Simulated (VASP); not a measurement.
Os, 1 atom in the cell. Symmetry: Fm-3m, No. 225, cubic system. The conventional cell has a = 3.811 Å, b = 3.811 Å, c = 3.811 Å, α = 90.00°, β = 90.00°, γ = 90.00°. Within 3.6 Å of Os (site symmetry m-3m) lie 12 Os at 2.69 Å. This isn't the form of Os at room conditions, which is hcp.

| Quantity | Value |
| --- | --- |
| Program | VASP 6.6.1 |
| Task | single point |
| Functional | PBEsol |
| Potentials or basis | VASP PAW PBE potentials, release 64 (Os) |
| Cutoff | 600 eV |
| k mesh | 14 × 14 × 14 |
| Occupations | fermi-dirac, width 0.05 eV |
| Spin | no spin polarisation |
| Dipole correction | no |
| Further INCAR settings | ALGO = Normal; EDIFF = 1e-06; NBANDS = 10 |

Potentials or basis: VASP PAW PBE potentials, release 64 (Os).

The run is started by

```sh
$ cat potpaw_PBE.64/Os/POTCAR > POTCAR
$ mpirun -np 1 vasp_std > vasp.out
```

Hardware: 1 thread of Intel(R) Xeon(R) Platinum 8259CL CPU @ 2.50GHz (Skylake/Cascade Lake), on a shared host.

Question: How long does it take, and how much memory?

Answer: Wall time 13 s on 1 thread of Intel(R) Xeon(R) Platinum 8259CL CPU @ 2.50GHz (Skylake/Cascade Lake) (shared host), peak memory 0.15 GiB. Counts: scf iterations 12, k points 104.
